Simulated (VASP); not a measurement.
Input of a VASP 6.6.1 run:

INCAR

```
SYSTEM = TiCo3
  PREC = Accurate
  ENCUT = 520
  EDIFF = 1E-6
  ISMEAR = 0
  SIGMA = 0.05
  LREAL = .FALSE.
  LASPH = .TRUE.
  NELM = 150
  ALGO = Normal
  ISIF = 2
  LWAVE = .FALSE.
  LCHARG = .FALSE.
  ISPIN = 2
  MAGMOM = 0 1.13 1.13 1.13
  LORBIT = 11
  LMAXMIX = 4
  GGA = CA
  NBANDS = 32
```

The input KPOINTS:

```
Automatic mesh
0
G
  8 8 8
  0 0 0
```

Contents of POSCAR:

```
TiCo3
1.0
    3.6139989908      0.0000000000      0.0000000000
    0.0000000000      3.6139989908      0.0000000000
    0.0000000000      0.0000000000      3.6139989908
Ti Co
1 3
Direct
    0.0000000000      0.0000000000      0.0000000000
    0.0000000000      0.5000000000      0.5000000000
    0.5000000000      0.0000000000      0.5000000000
    0.5000000000      0.5000000000      0.0000000000
```

Potentials or basis: VASP PAW LDA potentials, release 64 (Ti_sv, Co).

The run is started by

```console
$ cat potpaw_LDA.64/Ti_sv/POTCAR potpaw_LDA.64/Co/POTCAR > POTCAR
$ mpirun -np 1 vasp_std > vasp.out
```

Task: Estimate the site moments.

Result: Ti -0.11; Co +0.31 μB.

Task: Estimate the net moment.

Result: 0.80 μB per cell.

Task: Estimate the pressure.

Result: -21.7 GPa.
